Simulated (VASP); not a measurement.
Here is a VASP 6.6.1 calculation.

Contents of INCAR:

```
PREC = Accurate
ENCUT = 520
EDIFF = 1E-6
ISMEAR = 0
SIGMA = 0.1
LREAL = F
LASPH = T
NELM = 60
ALGO = Fast
ISIF = 2
LWAVE = F
LCHARG = F
GGA = PE
NBANDS = 30
```

File KPOINTS:

```
Automatic mesh
0
Gamma
  12 12 8
```

File POSCAR:

```
Au
1.0
    4.6236190882      0.0000000000      0.0000000000
   -2.3118095441      4.0041715878      0.0000000000
    0.0000000000      0.0000000000      5.2594948744
Au
4
Direct
    0.0000000000      0.0000000000      0.2500000000
    0.0000000000      0.0000000000      0.7500000000
    0.3333333333      0.6666666667      0.7500000000
    0.6666666667      0.3333333333      0.2500000000
```

Potentials or basis: VASP PAW PBE potentials, release 64 (Au).

Command:

```console
$ cat potpaw_PBE.64/Au/POTCAR > POTCAR
$ mpirun -np 1 vasp_std > vasp.out
```

Q: What does it give for the band gap on the k mesh?

A: Zero (bands 22 and 23 overlap by 2.50 eV).

Q: What does it give for the pressure?

A: -0.2 GPa.

Caveat: spin-orbit coupling is left out, which moves the levels of the heavy elements.
